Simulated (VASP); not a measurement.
# PmS2 (Fm-3m) in VASP: single point with PBE+U

Aim: the single point of PmS2 with PBE+U.

Everything below comes from runs of VASP 6.6.1. Logs are shortened: lines on timing, memory, paths and dates and some standing lists are left out, and cuts for length are marked.

## 1. The cell of the first run

The structure is cubic, space group Fm-3m (No. 225). Conventional cell: a = 6.714 Å, b = 6.714 Å, c = 6.714 Å, α = 90.00°, β = 90.00°, γ = 90.00°. Pm (site symmetry m-3m) has 8 S at 2.91 Å within 3.8 Å. Within 3.8 Å of S (site symmetry -43m) lie 4 Pm at 2.91 Å and 6 S at 3.36 Å.

## 2. Single point, PBE+U, collinear spin, ferromagnetic start

Input file INCAR:

```
SYSTEM = PmS2
ALGO = Normal ; EDIFF = 1E-6
ENCUT = 520 ; GGA = PE
ISIF = 2 ; ISMEAR = 0
ISPIN = 2 ; LASPH = .True.
LCHARG = .True. ; LDAU = .True.
LDAUJ = 0 0 ; LDAUL = 3 -1
LDAUPRINT = 1 ; LDAUTYPE = 2
LDAUU = 6 0 ; LELF = .True.
LMAXMIX = 6 ; LORBIT = 11
LREAL = .False. ; LVHAR = .True.
LWAVE = .False. ; MAGMOM = 4 0 0
NBANDS = 24 ; NELM = 150
PREC = Accurate ; SIGMA = 0.05
```

Input file KPOINTS:

```
k-points
0
Gamma
  4 4 4
  0 0 0
```

Input file POSCAR:

```
PmS2
1.0
    0.0000000000      3.3571994393      3.3571994393
    3.3571994393      0.0000000000      3.3571994393
    3.3571994393      3.3571994393      0.0000000000
Pm S
1 2
Direct
    0.0000000000      0.0000000000      0.0000000000
    0.2500000000      0.2500000000      0.2500000000
    0.7500000000      0.7500000000      0.7500000000
```

Potentials or basis: VASP PAW PBE potentials, release 64 (Pm, S).

The run is started by

```console
> cat potpaw_PBE.64/Pm/POTCAR potpaw_PBE.64/S/POTCAR > POTCAR
> mpirun -np 1 vasp_std > vasp.out
```

OUTCAR:

```text
SYSTEM = PmS2
   EDIFF = 1E-6
   ENCUT = 520
   GGA = PE
   ISIF = 2
   ISMEAR = 0
   ISPIN = 2
   LASPH = .True.
   LORBIT = 11
   LREAL = .False.
   NELM = 150
   PREC = Accurate

 ion  position               nearest neighbor table
   1  0.000  0.000  0.000-   3 2.91   3 2.91   3 2.91   2 2.91   2 2.91   2 2.91   3 2.91   2 2.91

   2  0.250  0.250  0.250-   1 2.91   1 2.91   1 2.91   1 2.91
   3  0.750  0.750  0.750-   1 2.91   1 2.91   1 2.91   1 2.91

  LATTYP: Found a face centered cubic cell.
 ALAT       =     6.7143988786

  Lattice vectors:

 A1 = (   0.0000000000,   3.3571994393,   3.3571994393)
 A2 = (   3.3571994393,   0.0000000000,   3.3571994393)
 A3 = (   3.3571994393,   3.3571994393,   0.0000000000)

Analysis of symmetry for initial positions (statically):
=====================================================================
 Subroutine PRICEL returns:
 Original cell was already a primitive cell.

 Routine SETGRP: Setting up the symmetry group for a
 face centered cubic supercell.

 Subroutine GETGRP returns: Found 48 space group operations
 (whereof 48 operations were pure point group operations)
 out of a pool of 48 trial point group operations.

The static configuration has the point symmetry O_h .

Analysis of symmetry for dynamics (positions and initial velocities):
=====================================================================
 Subroutine PRICEL returns:
 Original cell was already a primitive cell.

 Routine SETGRP: Setting up the symmetry group for a
 face centered cubic supercell.

 Subroutine GETGRP returns: Found 48 space group operations
 (whereof 48 operations were pure point group operations)
 out of a pool of 48 trial point group operations.

The dynamic configuration has the point symmetry O_h .

Analysis of structural, dynamic, and magnetic symmetry:
=====================================================================
 Subroutine PRICEL returns:
 Original cell was already a primitive cell.

 Routine SETGRP: Setting up the symmetry group for a
 face centered cubic supercell.

 Subroutine GETGRP returns: Found 48 space group operations
 (whereof 48 operations were pure point group operations)
 out of a pool of 48 trial point group operations.

The overall configuration has the point symmetry O_h .

 Subroutine INISYM returns: Found 48 space group operations
 (whereof 48 operations are pure point group operations),
 and found     1 'primitive' translations

----------------------------------------------------------------------------------------

                                     Primitive cell

  volume of cell :      75.6766

  direct lattice vectors                    reciprocal lattice vectors
     0.000000000  3.357199439  3.357199439    -0.148933660  0.148933660  0.148933660
     3.357199439  0.000000000  3.357199439     0.148933660 -0.148933660  0.148933660
     3.357199439  3.357199439  0.000000000     0.148933660  0.148933660 -0.148933660

  length of vectors
     4.747796979  4.747796979  4.747796979     0.257960666  0.257960666  0.257960666

  position of ions in fractional coordinates (direct lattice)
     0.000000000  0.000000000  0.000000000
     0.250000000  0.250000000  0.250000000
     0.750000000  0.750000000  0.750000000

[... 115 lines left out ...]

spin component  2

  0.0047 -0.0000  0.0014  0.0000 -0.0000 -0.0000  0.0000
 -0.0000  0.0191 -0.0000  0.0000 -0.0000  0.0000 -0.0000
  0.0014 -0.0000  0.0040 -0.0000 -0.0000 -0.0000  0.0000
  0.0000  0.0000 -0.0000  0.0058  0.0000 -0.0000  0.0000
 -0.0000 -0.0000 -0.0000  0.0000  0.0040  0.0000 -0.0014
 -0.0000  0.0000 -0.0000 -0.0000  0.0000  0.0029 -0.0000
  0.0000 -0.0000  0.0000  0.0000 -0.0014 -0.0000  0.0047

 occupancies and eigenvectors

  o =  0.0029  v =  0.0000  0.0000  0.0000  0.0000  0.0000  0.0000  0.0000 -0.0000 -0.0000  0.0000 -0.0000  0.0000 -1.0000  0.0000      0.0000  0.0000  0.0000  0.0000  0.0000  0.0000  0.0000  0.0000  0.0000  0.0000  0.0000  0.0000  0.0000  0.0000
  o =  0.0029  v =  0.0000  0.0000  0.0000  0.0000  0.0000  0.0000  0.0000  0.6115  0.0000 -0.7895 -0.0000  0.0412 -0.0000  0.0319      0.0000  0.0000  0.0000  0.0000  0.0000  0.0000  0.0000  0.0000  0.0000  0.0000  0.0000  0.0000  0.0000  0.0000
  o =  0.0029  v =  0.0000  0.0000  0.0000  0.0000  0.0000  0.0000  0.0000 -0.0319  0.0000  0.0412 -0.0000  0.7895  0.0000  0.6115      0.0000  0.0000  0.0000  0.0000  0.0000  0.0000  0.0000  0.0000  0.0000  0.0000  0.0000  0.0000  0.0000  0.0000
  o =  0.0058  v =  0.0000  0.0000  0.0000  0.0000  0.0000  0.0000  0.0000 -0.0001  0.0000 -0.0001  1.0000  0.0000 -0.0000 -0.0000      0.0000  0.0000  0.0000  0.0000  0.0000  0.0000  0.0000  0.0000  0.0000  0.0000  0.0000  0.0000  0.0000  0.0000
  o =  0.0058  v =  0.0000  0.0000  0.0000  0.0000  0.0000  0.0000  0.0000  0.0059 -0.0000  0.0046 -0.0001  0.6124  0.0000 -0.7905      0.0000  0.0000  0.0000  0.0000  0.0000  0.0000  0.0000  0.0000  0.0000  0.0000  0.0000  0.0000  0.0000  0.0000
  o =  0.0058  v =  0.0000  0.0000  0.0000  0.0000  0.0000  0.0000  0.0000 -0.7905  0.0000 -0.6124 -0.0001  0.0046  0.0000 -0.0059      0.0000  0.0000  0.0000  0.0000  0.0000  0.0000  0.0000  0.0000  0.0000  0.0000  0.0000  0.0000  0.0000  0.0000
  o =  0.0191  v =  0.0000  0.0000  0.0000  0.0000  0.0000  0.0000  0.0000 -0.0000 -1.0000 -0.0000  0.0000 -0.0000 -0.0000  0.0000      0.0000  0.0000  0.0000  0.0000  0.0000  0.0000  0.0000  0.0000  0.0000  0.0000  0.0000  0.0000  0.0000  0.0000
  o =  0.2525  v =  0.0049  0.0000  0.0038  0.9967 -0.0499  0.0000  0.0644  0.0000  0.0000  0.0000  0.0000  0.0000  0.0000  0.0000      0.0000  0.0000  0.0000  0.0000  0.0000  0.0000  0.0000  0.0000  0.0000  0.0000  0.0000  0.0000  0.0000  0.0000
  o =  0.2525  v =  0.7900  0.0000  0.6119 -0.0093 -0.0231 -0.0000  0.0299  0.0000  0.0000  0.0000  0.0000  0.0000  0.0000  0.0000      0.0000  0.0000  0.0000  0.0000  0.0000  0.0000  0.0000  0.0000  0.0000  0.0000  0.0000  0.0000  0.0000  0.0000
  o =  0.2525  v =  0.0304 -0.0000  0.0235  0.0811  0.6099  0.0000 -0.7874  0.0000  0.0000  0.0000  0.0000  0.0000  0.0000  0.0000      0.0000  0.0000  0.0000  0.0000  0.0000  0.0000  0.0000  0.0000  0.0000  0.0000  0.0000  0.0000  0.0000  0.0000
  o =  0.2813  v =  0.0000 -1.0000  0.0000  0.0000 -0.0000 -0.0000  0.0000  0.0000  0.0000  0.0000  0.0000  0.0000  0.0000  0.0000      0.0000  0.0000  0.0000  0.0000  0.0000  0.0000  0.0000  0.0000  0.0000  0.0000  0.0000  0.0000  0.0000  0.0000
  o =  0.9841  v =  0.6124  0.0000 -0.7906 -0.0000  0.0000  0.0000  0.0000  0.0000  0.0000  0.0000  0.0000  0.0000  0.0000  0.0000      0.0000  0.0000  0.0000  0.0000  0.0000  0.0000  0.0000  0.0000  0.0000  0.0000  0.0000  0.0000  0.0000  0.0000
  o =  0.9841  v =  0.0000 -0.0000 -0.0000  0.0000  0.7901  0.0356  0.6120  0.0000  0.0000  0.0000  0.0000  0.0000  0.0000  0.0000      0.0000  0.0000  0.0000  0.0000  0.0000  0.0000  0.0000  0.0000  0.0000  0.0000  0.0000  0.0000  0.0000  0.0000
  o =  0.9841  v = -0.0000 -0.0000 -0.0000 -0.0000 -0.0282  0.9994 -0.0218  0.0000  0.0000  0.0000  0.0000  0.0000  0.0000  0.0000      0.0000  0.0000  0.0000  0.0000  0.0000  0.0000  0.0000  0.0000  0.0000  0.0000  0.0000  0.0000  0.0000  0.0000

 number of electron      26.9999998 magnetization       3.6204498

 Free energy of the ion-electron system (eV)
  ---------------------------------------------------
  ext. energy  EPLUGINS =         0.00000000
  ---------------------------------------------------
  free energy    TOTEN  =       -17.30420915 eV

  energy without entropy =      -17.28721543  energy(sigma->0) =      -17.29571229

 E-fermi :   3.9416     XC(G=0):  -9.4522

 val. band max:        3.9355799345   @ k =  -0.2500   0.5000   0.2500
 cond. band min:       3.9497799013   @ k =  -0.2500   0.2500   0.0000
 fundamental gap:      0.0141999668
 Fermi energy:         3.9416348104

 spin component 1

 k-point     1 :       0.0000    0.0000    0.0000
  band No.  band energies     occupation
      1     -35.0024      1.00000
      2     -15.0803      1.00000
      3     -15.0803      1.00000
      4     -15.0803      1.00000
      5      -8.1506      1.00000
      6      -6.1998      1.00000
[... 205 lines left out ...]
     23       8.8443      0.00000
     24       9.7707      0.00000
 Fermi energy:         3.9416348104

 spin component 2

 k-point     1 :       0.0000    0.0000    0.0000
  band No.  band energies     occupation
      1     -33.1362      1.00000
      2     -13.7712      1.00000
      3     -13.7712      1.00000
      4     -13.7712      1.00000
      5      -8.3204      1.00000
      6      -6.4189      1.00000
[... 205 lines left out ...]
     23       9.3156      0.00000
     24      10.1818      0.00000

------------------------ aborting loop because EDIFF is reached ----------------------------------------

  FORCE on cell =-STRESS in cart. coord.  units (eV):
  Direction    XX          YY          ZZ          XY          YZ          ZX
  --------------------------------------------------------------------------------------
  -------------------------------------------------------------------------------------
  Total       -1.3132782     -1.3132782     -1.3132782     -0.0000000     -0.0000000      0.0000000
  in kB      -27.8039120    -27.8039120    -27.8039120     -0.0000000     -0.0000000      0.0000000
  external PRESSURE =     -27.8039120 kB  Pullay stress =       0.0000000 kB

 VOLUME and BASIS-vectors are now :
 -----------------------------------------------------------------------------
  energy-cutoff  :      520.00
  volume of cell :       75.68
      direct lattice vectors                 reciprocal lattice vectors
     0.000000000  3.357199439  3.357199439    -0.148933660  0.148933660  0.148933660
     3.357199439  0.000000000  3.357199439     0.148933660 -0.148933660  0.148933660
     3.357199439  3.357199439  0.000000000     0.148933660  0.148933660 -0.148933660

 POSITION                                       TOTAL-FORCE (eV/Angst)
 -----------------------------------------------------------------------------------
      0.00000      0.00000      0.00000        -0.000000      0.000000      0.000000
      1.67860      1.67860      1.67860        -0.000000     -0.000000     -0.000000
      5.03580      5.03580      5.03580         0.000000      0.000000      0.000000
 -----------------------------------------------------------------------------------
    total drift:                               -0.000000      0.000000      0.000000

  FREE ENERGIE OF THE ION-ELECTRON SYSTEM (eV)
  ---------------------------------------------------
  free  energy   TOTEN  =       -17.3042091494 eV

  energy  without entropy=      -17.2872154281  energy(sigma->0) =      -17.29571229

 total charge

# of ion       s       p       d       f       tot
--------------------------------------------------
    1        2.001   5.585   0.485   4.033  12.103
    2        1.347   2.357   0.000   0.000   3.704
    3        1.347   2.357   0.000   0.000   3.704
--------------------------------------------------
tot          4.695  10.299   0.485   4.033  19.511

 magnetization (x)

# of ion       s       p       d       f       tot
--------------------------------------------------
    1       -0.013   0.002   0.033   3.944   3.965
    2       -0.009  -0.142   0.000   0.000  -0.151
    3       -0.009  -0.142   0.000   0.000  -0.151
--------------------------------------------------
tot         -0.032  -0.282   0.033   3.944   3.663
```

Wall time 4 min (1 thread of Intel Xeon 8259CL, shared host); peak memory 0.25 GiB.

What came out:

```yaml
Free_energy: -17.3042 eV
Pressure: -2.8 GPa
Net_moment: 3.62 μB per cell
Site_moments: Pm +3.96; S -0.15 μB
Valence_electrons_inside_the_program's_atomic_spheres: Pm 12.10; S 3.70
```

Levels at points of the mesh, in eV from the Fermi level:
Spin up:
| k point | band 11 | band 12 | band 13 | band 14 | band 15 | band 16 | band 17 | band 18 | band 19 | band 20 |
| --- | --- | --- | --- | --- | --- | --- | --- | --- | --- | --- |
| (0.00, 0.00, 0.00) | -3.13 | -3.13 | -0.51 | -0.51 | -0.51 | 0.29 | 0.86 | 0.86 | 0.86 | 2.82 |
| (0.50, 0.00, 0.00) | -2.38 | -1.69 | -1.57 | -1.05 | -1.05 | -0.01 | 0.18 | 0.18 | 0.46 | 3.46 |
| (0.50, 0.50, 0.00) | -2.19 | -2.19 | -0.38 | -0.38 | -0.33 | 0.02 | 0.02 | 0.04 | 1.49 | 2.82 |
Spin down:
| k point | band 10 | band 11 | band 12 | band 13 | band 14 | band 15 |
| --- | --- | --- | --- | --- | --- | --- |
| (0.00, 0.00, 0.00) | -0.02 | -0.02 | -0.02 | 3.16 | 3.16 | 4.05 |
| (0.50, 0.00, 0.00) | -1.56 | -1.13 | -1.13 | 3.69 | 3.89 | 3.89 |
| (0.50, 0.50, 0.00) | -0.44 | -0.44 | 0.48 | 3.09 | 3.85 | 3.85 |

Eigenvalues of the final occupation matrices:
| site | spin | trace | eigenvalues |
| --- | --- | --- | --- |
| site 1 f | 1 | 3.99 | 0.25 0.25 0.25 0.28 0.98 0.98 0.98 |
| site 1 f | 2 | 0.05 | 0.00 0.00 0.00 0.01 0.01 0.01 0.02 |

Caveat: the k points lie up to 0.41 Å⁻¹ apart; the magnetic or orbital state may not be the lowest; spin-orbit coupling is left out, which moves the levels of the heavy elements. The state reached can hang on the start; a lower one may exist.
